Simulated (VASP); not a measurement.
# CaAuI3 (P4/mbm) in VASP: notebook, part 2 of 2

VASP 6.6.1.

## 3. Single point, PBE

This run uses another cell than the first one, of 39.53 Å³/atom.

The input, INCAR:

```
SYSTEM = CaAuI3
PREC     = Accurate       ! precision mode
ENCUT    = 520            ! plane-wave cutoff, eV
EDIFF    = 1E-6           ! SCF threshold, eV
ISMEAR   = 0              ! smearing method
SIGMA    = 0.1            ! smearing width, eV
LREAL    = .False.        ! projectors in reciprocal space
LASPH    = .True.         ! aspherical terms in the spheres
NELM     = 60             ! most SCF steps
ALGO     = Normal         ! electronic algorithm
ISIF     = 2              ! what is computed and relaxed
LWAVE    = .False.        ! write WAVECAR
LCHARG   = .False.        ! write CHGCAR
GGA      = PE             ! functional
NBANDS   = 53             ! bands
```

The input, KPOINTS:

```
regular mesh
0
Gamma
  2 2 4
  0 0 0
```

The input, POSCAR:

```
CaAuI3
1.0
    8.6199887475      0.0000000000      0.0000000000
    0.0000000000      8.6199887475      0.0000000000
    0.0000000000      0.0000000000      5.3196147336
Ca Au I
2 2 6
Direct
    0.0000000000      0.5000000000      0.5000000000
    0.5000000000      0.0000000000      0.5000000000
    0.5000000000      0.5000000000      0.0000000000
    0.0000000000      0.0000000000      0.0000000000
    0.8440273079      0.3440273079      0.0000000000
    0.6559726921      0.8440273079      0.0000000000
    0.5000000000      0.5000000000      0.5000000000
    0.1559726921      0.6559726921      0.0000000000
    0.3440273079      0.1559726921      0.0000000000
    0.0000000000      0.0000000000      0.5000000000
```

Potentials or basis: VASP PAW PBE potentials, release 64 (Ca_sv, Au, I).

On the command line:

```console
> cat potpaw_PBE.64/Ca_sv/POTCAR potpaw_PBE.64/Au/POTCAR potpaw_PBE.64/I/POTCAR > POTCAR
> mpirun -np 1 vasp_std > vasp.out
```

OUTCAR:

```text
SYSTEM = CaAuI3
   PREC = Accurate
   ENCUT = 520
   EDIFF = 1E-6
   ISMEAR = 0
   LREAL = .False.
   LASPH = .True.
   NELM = 60
   ISIF = 2
   GGA = PE

 ion  position               nearest neighbor table
   1  0.000  0.500  0.500-   5 3.27   8 3.27   5 3.27   8 3.27
   2  0.500  0.000  0.500-   6 3.27   9 3.27   6 3.27   9 3.27
   3  0.500  0.500  0.000-   7 2.66   7 2.66   5 3.26   8 3.26   9 3.26   6 3.26
   4  0.000  0.000  0.000-  10 2.66  10 2.66   8 3.26   9 3.26   5 3.26   6 3.26
   5  0.844  0.344  0.000-   3 3.26   4 3.26   1 3.27   1 3.27
   6  0.656  0.844  0.000-   3 3.26   4 3.26   2 3.27   2 3.27
   7  0.500  0.500  0.500-   3 2.66   3 2.66
   8  0.156  0.656  0.000-   3 3.26   4 3.26   1 3.27   1 3.27
   9  0.344  0.156  0.000-   3 3.26   4 3.26   2 3.27   2 3.27
  10  0.000  0.000  0.500-   4 2.66   4 2.66

  LATTYP: Found a simple tetragonal cell.
 ALAT       =     8.6199887475
 C/A-ratio  =     0.6171254847

  Lattice vectors:

 A1 = (   8.6199887475,   0.0000000000,   0.0000000000)
 A2 = (   0.0000000000,   8.6199887475,   0.0000000000)
 A3 = (   0.0000000000,   0.0000000000,   5.3196147336)

Analysis of symmetry for initial positions (statically):
=====================================================================
 Subroutine PRICEL returns:
 Original cell was already a primitive cell.

 Routine SETGRP: Setting up the symmetry group for a
 simple tetragonal supercell.

 Subroutine GETGRP returns: Found 16 space group operations
 (whereof  8 operations were pure point group operations)
 out of a pool of 16 trial point group operations.

The static configuration has the point symmetry C_4h.
 The point group associated with its full space group is D_4h.

Analysis of symmetry for dynamics (positions and initial velocities):
=====================================================================
 Subroutine PRICEL returns:
 Original cell was already a primitive cell.
[... 134 lines left out ...]
   GGA     = PE    functional components
   LHFCALC =     F    Hartree Fock is set to
   AEXX    =    0.0000 exact exchange contribution
   IVDW    =     0    specifies the selected vdW correction
   LEPSILON=     F    determine dielectric tensor
   LRPA    =     F    only Hartree local field effects (RPA)
 non-spin polarized calculation
 Gauss-broadening in eV      SIGMA  =   0.10
  energy-cutoff  :      520.00
  volume of cell :      395.27
 maximum number of plane-waves:     10668
   NGX = 33   NGY = 33   NGZ = 19

 number of electron      84.0000007 magnetization

 Free energy of the ion-electron system (eV)
  ---------------------------------------------------
  ext. energy  EPLUGINS =         0.00000000
  ---------------------------------------------------
  free energy    TOTEN  =       -26.09517697 eV

  energy without entropy =      -26.09517694  energy(sigma->0) =      -26.09517695

 E-fermi :   3.3472     XC(G=0):  -7.9998

 val. band max:        2.9954867903   @ k =   0.0000   0.0000   0.0000
 cond. band min:       3.6981469599   @ k =   0.0000   0.0000   0.5000
 fundamental gap:      0.7026601696
 Fermi energy:         3.3472413042

 k-point     1 :       0.0000    0.0000    0.0000
  band No.  band energies     occupation
      1     -39.5349      2.00000
      2     -39.5349      2.00000
      3     -20.5964      2.00000
      4     -20.5964      2.00000
      5     -20.4739      2.00000
      6     -20.4739      2.00000
[... 493 lines left out ...]
     52       6.3092      0.00000
     53       6.3428      0.00000

------------------------ aborting loop because EDIFF is reached ----------------------------------------

  FORCE on cell =-STRESS in cart. coord.  units (eV):
  Direction    XX          YY          ZZ          XY          YZ          ZX
  --------------------------------------------------------------------------------------
  -------------------------------------------------------------------------------------
  Total        0.6797853      0.6797853     -0.2363716      0.0000000      0.0000000      0.0000000
  in kB        2.7554262      2.7554262     -0.9581031      0.0000000      0.0000000      0.0000000
  external PRESSURE =       1.5175831 kB  Pullay stress =       0.0000000 kB

 VOLUME and BASIS-vectors are now :
 -----------------------------------------------------------------------------
  energy-cutoff  :      520.00
  volume of cell :      395.27
      direct lattice vectors                 reciprocal lattice vectors
     8.619988748  0.000000000  0.000000000     0.116009432  0.000000000  0.000000000
     0.000000000  8.619988748  0.000000000     0.000000000  0.116009432  0.000000000
     0.000000000  0.000000000  5.319614734     0.000000000  0.000000000  0.187983538

 POSITION                                       TOTAL-FORCE (eV/Angst)
 -----------------------------------------------------------------------------------
      0.00000      4.30999      2.65981        -0.000000      0.000000     -0.000000
      4.30999      0.00000      2.65981        -0.000000      0.000000     -0.000000
      4.30999      4.30999      0.00000        -0.000000      0.000000     -0.000000
      0.00000      0.00000      0.00000        -0.000000      0.000000     -0.000000
      7.27551      2.96551      0.00000         0.007979      0.007979     -0.000000
      5.65448      7.27551      0.00000        -0.007979      0.007979      0.000000
      4.30999      4.30999      2.65981        -0.000000      0.000000     -0.000000
      1.34448      5.65448      0.00000        -0.007979     -0.007979      0.000000
      2.96551      1.34448      0.00000         0.007979     -0.007979     -0.000000
      0.00000      0.00000      2.65981        -0.000000      0.000000     -0.000000
 -----------------------------------------------------------------------------------
    total drift:                                0.000000      0.000000     -0.000000

  FREE ENERGIE OF THE ION-ELECTRON SYSTEM (eV)
  ---------------------------------------------------
  free  energy   TOTEN  =       -26.0951769704 eV

  energy  without entropy=      -26.0951769386  energy(sigma->0) =      -26.09517695
```

Run time: 7.9 min. Hardware: 1 thread of Intel Xeon 8259CL, shared host; peak memory 0.51 GiB.

Results:

```
Free energy            : -26.0952 eV
Pressure               : 0.2 GPa
Largest force          : 0.011 eV/Å
Band gap on the k mesh : zero (bands 42 and 43 overlap by 0.70 eV)
```

Forces on the atoms (eV/Å):
```
Ca   0.000  0.000  0.000
Ca   0.000  0.000  0.000
Au   0.000  0.000  0.000
Au   0.000  0.000  0.000
I    0.008  0.008  0.000
I   -0.008  0.008  0.000
I    0.000  0.000  0.000
I   -0.008 -0.008  0.000
I    0.008 -0.008  0.000
I    0.000  0.000  0.000
```

Stress tensor (GPa, compression positive):
```
 0.28  0.00  0.00
 0.00  0.28  0.00
 0.00  0.00 -0.10
```

Caveat: the k points lie up to 0.36 Å⁻¹ apart, too coarse for converged energies and pressures of a metal; spin-orbit coupling is left out, which moves the levels of the heavy elements.
